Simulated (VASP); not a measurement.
A run of VASP 6.6.1 is set up as follows.

POSCAR

```
ZnS
1.0
   -3.8109987816      0.0000000000      0.0000000000
   -1.9054993908     -3.3004217586      0.0000000000
    0.0000000000      0.0000000000     18.4680000000
Zn S
4 4
Direct
    0.3333333333      0.3333333333      0.6101340156
    0.3333333333      0.3333333333      0.2725771605
    0.6666666667      0.6666666667      0.1037987329
    0.6666666667      0.6666666667      0.4413555880
    0.3333333333      0.3333333333      0.0649796946
    0.3333333333      0.3333333333      0.4025365497
    0.6666666667      0.6666666667      0.2337581222
    0.6666666667      0.6666666667      0.5713149773
```

Contents of INCAR.step1:

```
SYSTEM = ZnS
PREC = Accurate ; ENCUT = 520
ISMEAR = 0 ; SIGMA = 0.05
LREAL = .False. ; LASPH = .True.
NELM = 60 ; NBANDS = 46
GGA = PE ; ALGO = Normal
EDIFF = 1E-4 ; LWAVE = .True.
LCHARG = .False.
```

The input INCAR.step2:

```
SYSTEM = ZnS
PREC = Accurate ; ENCUT = 520
EDIFF = 1E-7 ; ISMEAR = 0
SIGMA = 0.05 ; LREAL = .False.
LASPH = .True. ; NELM = 60
ALGO = Normal ; ISIF = 2
LWAVE = .False. ; LCHARG = .False.
METAGGA = R2SCAN ; LMIXTAU = .True.
NBANDS = 46 ; ISTART = 1
```

Contents of KPOINTS:

```
regular mesh
0
Gamma
  7 7 2
  0 0 0
```

Potentials or basis: VASP PAW PBE potentials, release 64 (Zn, S).

Run with:

```sh
$ cat potpaw_PBE.64/Zn/POTCAR potpaw_PBE.64/S/POTCAR > POTCAR
$ cp INCAR.step1 INCAR
$ mpirun -np 1 vasp_std > vasp.out
$ cp INCAR.step2 INCAR
$ mpirun -np 1 vasp_std > vasp.out
```

Task: What does it give for the largest force?

Result: 0.904 eV/Å.

Task: What does it give for the band gap on the k mesh?

Result: Zero (bands 36 and 37 overlap by 0.26 eV).

Forces on the atoms (eV/Å):
```
Zn   0.000  0.000 -0.546
Zn   0.000  0.000 -0.501
Zn   0.000  0.000 -0.385
Zn   0.000  0.000 -0.509
S    0.000  0.000  0.012
S    0.000  0.000  0.458
S    0.000  0.000  0.568
S    0.000  0.000  0.904
```

Caveat: the cell differs from its parent crystal (the distance across one plane changed); there is no dipole correction, which matters where the two faces differ; the PAW data sets were made with another functional, which shifts forces and pressure a little.
